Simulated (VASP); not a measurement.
Cd: single point with PBE

The system is Cd.

```xyz
2
Lattice="2.8299 0.0000 0.0000 -1.4150 2.4508 0.0000 0.0000 0.0000 5.4772" Properties=species:S:1:pos:R:3 pbc="T T T"
Cd    0.0000    1.6339    1.3693
Cd    1.4150    0.8169    4.1079
```

This cell differs from its parent crystal: strain -0.050 along x and y, -0.025 along z.

```json
{"Program": "VASP 6.6.1", "Task": "single point", "Functional": "PBE", "Potentials or basis": "VASP PAW PBE potentials, release 64 (Cd_sv_GW)", "Cutoff": "540 eV", "k mesh": "18 × 18 × 8", "Occupations": "gaussian, width 0.15 eV", "Spin": "no spin polarisation", "Dipole correction": "no", "Further INCAR settings": "ALGO = Normal; EDIFF = 1e-06; NBANDS = 27"}
```

The pressure is 12.4 GPa. The band gap on the k mesh is zero (bands 20 and 21 overlap by 5.02 eV).

Stress tensor (GPa, compression positive):
```
14.93  0.00  0.00
 0.00 14.93  0.00
 0.00  0.00  7.42
```

Levels at points of the mesh, in eV from the Fermi level:
```csv
k point,band 18,band 19,band 20,band 21,band 22,band 23
"(0.00, 0.00, 0.00)",-8.68,-8.68,-3.82,-3.26,10.24,14.18
"(0.50, 0.00, 0.00)",-8.28,-2.68,-1.80,2.10,3.05,3.80
"(0.00, 0.00, 0.50)",-8.81,-8.18,-8.18,3.58,3.58,14.47
"(0.50, 0.00, 0.50)",-8.29,-1.93,-1.93,0.50,0.50,8.22
```

Run time: 3.2 min on 1 thread of Intel(R) Xeon(R) Platinum 8259CL CPU @ 2.50GHz (Skylake/Cascade Lake), with other jobs on the host, peak memory 0.32 GiB.

Caveat: the cell differs from its parent crystal (strain -0.050 along x and y, -0.025 along z); the cell stands under pressure.
